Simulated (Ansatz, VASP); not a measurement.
## One calculation of Rh, two programs

```xyz
1
Lattice="0.0000 1.8808 1.8808 1.8808 0.0000 1.8808 1.8808 1.8808 0.0000" Properties=species:S:1:pos:R:3 pbc="T T T"
Rh    0.0000    0.0000    0.0000
```

Alike in both runs: task single point; functional r2SCAN; k mesh 18 × 18 × 18; occupations gaussian, width 0.1 eV; no spin polarisation.

|  | VASP | Ansatz |
| --- | --- | --- |
| version | VASP 6.6.1 | Ansatz 0.2.0 |
| potentials or method | VASP PAW PBE potentials, release 64 (Rh_pv), cutoff 520 eV | scalar-relativistic, plane waves, PAW |
| valence electrons in the cell | 15 | 17 |

|  | VASP | Ansatz | Ansatz less VASP |
| --- | --- | --- | --- |
| gap on the k mesh at the Fermi level (eV) | none | none | - |
| pressure (GPa) | 10.7 | 9.3 | -1.40 |

VASP's potentials were made for PBE, not for r2SCAN. A gap of «none» marks a metal or a gap that the smearing closes. VASP's potentials hold 15 valence electrons a cell and Ansatz's 17, so a difference there can come from the potentials and not from the codes.
